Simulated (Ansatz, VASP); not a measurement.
## NaCl: VASP beside Ansatz

```
Na Cl
1.0
     3.85266    0.00000    0.00000
     0.00000    3.85266    0.00000
     0.00000    0.00000    6.29965
Na Cl
1 1
Direct
  0.50000 0.50000 0.50000
  0.00000 0.00000 0.50000
```

Alike in both runs: task relaxation of cell and atoms; functional PBE; k mesh 6 × 6 × 4; occupations gaussian, width 0.02 eV; no spin polarisation.

```csv
,VASP,Ansatz
version,VASP 6.6.1,Ansatz 0.2.0
potentials or method,"VASP PAW PBE potentials, release 64 (Na_pv, Cl), cutoff 600 eV","scalar-relativistic, plane waves, PAW"
valence electrons in the cell,14,16
```

|  | VASP | Ansatz | Ansatz less VASP |
| --- | --- | --- | --- |
| gap on the k mesh at the Fermi level, each at its own relaxed structure (eV) | 4.57 | 4.57 | 0.000 |
| relaxed volume (Å³/atom) | 46.75 | 46.75 | 0.000 |
| relaxed length of the cell vector where the two differ most in proportion (Å) | 3.853 | 3.853 | 0.0000 |

VASP's potentials hold 14 valence electrons a cell and Ansatz's 16, so a difference there can come from the potentials and not from the codes. Ansatz's warnings: xc potential rough in thin density.

Noted on VASP's run: the relaxation stopped at its first step, so nothing moved.
